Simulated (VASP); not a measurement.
# MoS2 (R3m) in VASP: a series of runs, part 2 of 2

VASP 6.6.1. Earlier steps stand in the parts before.

### 3 Single point, PBE

File INCAR:

```
PREC     = Accurate       # precision mode
ENCUT    = 520            # plane-wave cutoff, eV
EDIFF    = 1E-6           # SCF threshold, eV
ISMEAR   = 0              # smearing method
SIGMA    = 0.01           # smearing width, eV
LREAL    = F              # projectors in reciprocal space
LASPH    = T              # aspherical terms in the spheres
NELM     = 100            # most SCF steps
ALGO     = Normal         # electronic algorithm
ISIF     = 2              # what is computed and relaxed
LWAVE    = F              # write WAVECAR
LCHARG   = F              # write CHGCAR
GGA      = PE             # functional
NBANDS   = 20             # bands
```

File KPOINTS:

```
regular mesh
0
Gamma
  6 6 6
```

File POSCAR:

```
MoS2
1.0
    1.5875903433      0.9165957121      6.1939280585
   -1.5875903433      0.9165957121      6.1939280585
    0.0000000000     -1.8331914241      6.1939280585
Mo S
1 2
Direct
    0.0000965174      0.0000965174      0.0000965174
    0.2497906776      0.2497906776      0.2497906776
    0.4171128050      0.4171128050      0.4171128050
```

Potentials or basis: VASP PAW PBE potentials, release 64 (Mo_sv, S).

On the command line:

```sh
cat potpaw_PBE.64/Mo_sv/POTCAR potpaw_PBE.64/S/POTCAR > POTCAR
mpirun -np 1 vasp_std > vasp.out
```

OUTCAR:

```text
PREC = Accurate
   ENCUT = 520
   EDIFF = 1E-6
   ISMEAR = 0
   LREAL = F
   LASPH = T
   NELM = 100
   ISIF = 2
   GGA = PE

 ion  position               nearest neighbor table
   1  0.000  0.000  0.000-   2 2.40   2 2.40   2 2.40   3 2.40   3 2.40   3 2.40
   2  0.250  0.250  0.250-   1 2.40   1 2.40   1 2.40
   3  0.417  0.417  0.417-   1 2.40   1 2.40   1 2.40

  LATTYP: Found a trigonal (rhomboedric) cell.
 ALAT       =     6.4595151205
[... 746 lines left out ...]

  FORCE on cell =-STRESS in cart. coord.  units (eV):
  Direction    XX          YY          ZZ          XY          YZ          ZX
  --------------------------------------------------------------------------------------
  -------------------------------------------------------------------------------------
  Total        0.6111622      0.6111622      1.0691828      0.0000000      0.0000000      0.0000000
  in kB       18.1064545     18.1064545     31.6758926      0.0000000      0.0000000      0.0000000
  external PRESSURE =      22.6296005 kB  Pullay stress =       0.0000000 kB

 VOLUME and BASIS-vectors are now :
 -----------------------------------------------------------------------------
  energy-cutoff  :      520.00
  volume of cell :       54.08
      direct lattice vectors                 reciprocal lattice vectors
     1.587590343  0.916595712  6.193928059     0.314942707  0.181832257  0.053816145
    -1.587590343  0.916595712  6.193928059    -0.314942707  0.181832257  0.053816145
     0.000000000 -1.833191424  6.193928059     0.000000000 -0.363664513  0.053816145

 POSITION                                       TOTAL-FORCE (eV/Angst)
 -----------------------------------------------------------------------------------
      0.00000      0.00000      0.00179         0.000000      0.000000      0.001373
      0.00000      0.00000      4.64156         0.000000     -0.000000     -0.102741
      0.00000      0.00000      7.75070         0.000000      0.000000      0.101368
 -----------------------------------------------------------------------------------
    total drift:                                0.000000      0.000000      0.000000

  FREE ENERGIE OF THE ION-ELECTRON SYSTEM (eV)
  ---------------------------------------------------
  free  energy   TOTEN  =       -21.8130766920 eV

  energy  without entropy=      -21.8130766920  energy(sigma->0) =      -21.81307669
```

stdout:

```text
POSCAR found type information on POSCAR MoS
 POSCAR found :  2 types and       3 ions
 scaLAPACK will be used
 LDA part: xc-table for (Slater+PW92), standard interpolation
 POSCAR, INCAR and KPOINTS ok, starting setup
 FFT: planning ... GRIDC
 FFT: planning ... GRID_SOFT
 FFT: planning ... GRID
 WAVECAR not read
 entering main loop
```

Run time: 3 min. Hardware: 1 thread of AMD EPYC 7R13, shared host; peak memory 0.28 GiB.

Results:

```yaml
Free_energy: -21.8131 eV
Pressure: 2.3 GPa
Largest_force: 0.103 eV/Å
Band_gap_on_the_k_mesh: 0.97 eV, indirect (least direct gap 1.69 eV)
```

Forces in eV/Å, atoms in the order of the input:
```
Mo   0.000  0.000  0.001
S    0.000  0.000 -0.103
S    0.000  0.000  0.101
```

Stress tensor (GPa, compression positive):
```
1.81 0.00 0.00
0.00 1.81 0.00
0.00 0.00 3.17
```

Levels at points of the mesh, in eV from the valence-band top:
| k point | band 10 | band 11 | band 12 | band 13 | band 14 | band 15 | band 16 | band 17 |
| --- | --- | --- | --- | --- | --- | --- | --- | --- |
| (0.00, 0.00, 0.00) | -2.23 | -2.23 | -1.25 | -1.12 | 2.04 | 2.04 | 2.41 | 2.41 |
| (0.50, 0.00, 0.00) | -3.93 | -2.33 | -1.60 | -1.42 | 1.60 | 2.02 | 3.46 | 3.47 |
| (0.50, 0.50, 0.00) | -3.86 | -2.87 | -1.78 | -1.26 | 1.56 | 2.14 | 3.02 | 3.86 |
| (0.50, 0.50, 0.50) | -3.35 | -2.21 | -2.21 | 0.00 | 2.13 | 2.13 | 2.29 | 2.29 |

### 4 Single point, r2SCAN

POSCAR is that of step 3.

File INCAR.step1:

```
SYSTEM = MoS2
  PREC = Accurate
  ENCUT = 520
  ISMEAR = 0
  SIGMA = 0.01
  LREAL = .False.
  LASPH = .True.
  NELM = 100
  NBANDS = 20
  GGA = PE
  ALGO = Normal
  EDIFF = 1E-4
  LWAVE = .True.
  LCHARG = .False.
```

File INCAR.step2:

```
SYSTEM = MoS2
  PREC = Accurate
  ENCUT = 520
  EDIFF = 1E-7
  ISMEAR = 0
  SIGMA = 0.01
  LREAL = .False.
  LASPH = .True.
  NELM = 100
  ALGO = Normal
  ISIF = 2
  LWAVE = .False.
  LCHARG = .True.
  METAGGA = R2SCAN
  LMIXTAU = .True.
  LELF = .True.
  LVHAR = .True.
  NBANDS = 20
  ISTART = 1
```

File KPOINTS:

```
regular mesh
0
Gamma
  6 6 6
  0 0 0
```

On the command line:

```sh
cat potpaw_PBE.64/Mo_sv/POTCAR potpaw_PBE.64/S/POTCAR > POTCAR
cp INCAR.step1 INCAR
mpirun -np 1 vasp_std > vasp.out
cp INCAR.step2 INCAR
mpirun -np 1 vasp_std > vasp.out
```

Run time: 14 min. Hardware: 1 thread of AMD EPYC 7R13, shared host; peak memory 0.34 GiB.

Results (log left out):

* Free energy: -45.0277 eV
* Pressure: 1.2 GPa
* Largest force: 0.047 eV/Å
* Band gap on the k mesh: 1.05 eV, indirect (least direct gap 1.80 eV)

Forces on the atoms (eV/Å):
```
Mo   0.000  0.000  0.000
S    0.000  0.000  0.047
S    0.000  0.000 -0.046
```

Stress tensor (GPa, compression positive):
```
1.27 0.00 0.00
0.00 1.27 0.00
0.00 0.00 1.07
```

Levels at points of the mesh, in eV from the valence-band top:
```
           k point  band 10  band 11  band 12  band 13  band 14  band 15  band 16  band 17
(0.00, 0.00, 0.00)    -2.39    -2.39    -1.37    -1.15     2.17     2.17     2.54     2.54
(0.50, 0.00, 0.00)    -4.15    -2.48    -1.75    -1.48     1.71     2.13     3.64     3.73
(0.50, 0.50, 0.00)    -4.08    -3.04    -1.93    -1.32     1.66     2.25     3.27     4.05
(0.50, 0.50, 0.50)    -3.53    -2.36    -2.36     0.00     2.26     2.26     2.41     2.41
```

Caveat: the PAW data sets were made with another functional, which shifts forces and pressure a little. A k mesh can miss the band edges.

### 5 Single point, PBE

File INCAR:

```
SYSTEM = MoS2
ALGO     = Normal         ! electronic algorithm
EDIFF    = 1E-6           ! SCF threshold, eV
ENCUT    = 520            ! plane-wave cutoff, eV
GGA      = PE             ! functional
ISIF     = 2              ! what is computed and relaxed
ISMEAR   = 0              ! smearing method
LASPH    = .True.         ! aspherical terms in the spheres
LCHARG   = .True.         ! write CHGCAR
LELF     = .True.         ! ELF
LREAL    = .False.        ! projectors in reciprocal space
LVHAR    = .True.       
LWAVE    = .False.        ! write WAVECAR
NBANDS   = 20             ! bands
NELM     = 80             ! most SCF steps
PREC     = Accurate       ! precision mode
SIGMA    = 0.01           ! smearing width, eV
```

File KPOINTS:

```
k-points
0
Gamma
  10 10 10
  0 0 0
```

POSCAR is that of step 4.

On the command line:

```sh
cat potpaw_PBE.64/Mo_sv/POTCAR potpaw_PBE.64/S/POTCAR > POTCAR
mpirun -np 1 vasp_std > vasp.out
```

Wall time 9.7 min (1 thread of AMD EPYC 7R13, shared host); peak memory 0.35 GiB.

The run converged. Its results:

| Property | Result |
| --- | --- |
| Free energy | -21.8135 eV |
| Pressure | 2.3 GPa |
| Largest force | 0.097 eV/Å |
| Band gap on the k mesh | 0.99 eV, indirect (least direct gap 1.93 eV) |

Forces on the atoms (eV/Å):
```
Mo   0.000  0.000  0.001
S    0.000  0.000 -0.097
S    0.000  0.000  0.096
```

Stress tensor (GPa, compression positive):
```
1.82 0.00 0.00
0.00 1.82 0.00
0.00 0.00 3.15
```

Levels at points of the mesh, in eV from the valence-band top:
| k point | band 11 | band 12 | band 13 | band 14 | band 15 | band 16 |
| --- | --- | --- | --- | --- | --- | --- |
| (0.00, 0.00, 0.00) | -2.24 | -1.25 | -1.12 | 2.04 | 2.04 | 2.41 |
| (0.50, 0.00, 0.00) | -2.33 | -1.60 | -1.42 | 1.60 | 2.02 | 3.46 |
| (0.50, 0.50, 0.00) | -2.87 | -1.78 | -1.26 | 1.56 | 2.14 | 3.02 |
| (0.50, 0.50, 0.50) | -2.21 | -2.21 | 0.00 | 2.13 | 2.13 | 2.29 |

### 6 The runs side by side

| level | k mesh | gap on the mesh (eV) | pressure (GPa) | largest force (eV/Å) |
| --- | --- | --- | --- | --- |
| PBE | 6 × 6 × 6 | 0.97 | 2.3 | 0.10 |
| r2SCAN | 6 × 6 × 6 | 1.05 | 1.2 | 0.05 |
| PBE | 10 × 10 × 10 | 0.99 | 2.3 | 0.10 |

Alike in all rows: task single point; potentials or basis VASP PAW PBE potentials, release 64 (Mo_sv, S); no spin polarisation; cell as given; cutoff (eV) 520; smearing gaussian 0.01 eV.

On the cell as given the gap runs from 0.97 eV (PBE) to 1.05 eV (r2SCAN); the meshes differ, which moves gaps too. The pressure there spans 1.2 GPa (r2SCAN) to 2.3 GPa (PBE); a positive pressure means that this level wants a larger cell, a negative one a smaller.

Caveats: the PAW data sets were made with another functional, which shifts forces and pressure a little (some runs).

Absolute energies hang on the potentials; compare differences alone.
